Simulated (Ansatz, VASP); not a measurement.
**One calculation of InAg, two programs**

```xyz
2
Lattice="3.4648 0.0000 0.0000 0.0000 3.4648 0.0000 0.0000 0.0000 3.4648" Properties=species:S:1:pos:R:3 pbc="T T T"
In    1.7324    1.7324    1.7324
Ag    0.0000    0.0000    0.0000
```

Alike in both runs: task single point; functional LDA; k mesh 6 × 6 × 6; occupations gaussian, width 0.1 eV; no spin polarisation.

|  | VASP | Ansatz |
| --- | --- | --- |
| version | VASP 6.6.1 | Ansatz 0.2.0 |
| potentials or method | VASP PAW LDA potentials, release 64 (In_d, Ag), cutoff 500 eV | scalar-relativistic, plane waves, PAW |
| valence electrons in the cell | 24 | 32 |

Ansatz gave:

```
gap on the k mesh at the Fermi level (eV) : none
pressure (GPa)                            : -5.0
```

Question: Estimate VASP's values.

Answer: gap on the k mesh at the Fermi level (eV): none; pressure (GPa): -4.9.

LDA's correlation is that of Perdew and Zunger in VASP and of Perdew and Wang (1992) in Ansatz. A gap of «none» marks a metal or a gap that the smearing closes. VASP's potentials hold 24 valence electrons a cell and Ansatz's 32, so a difference there can come from the potentials and not from the codes.
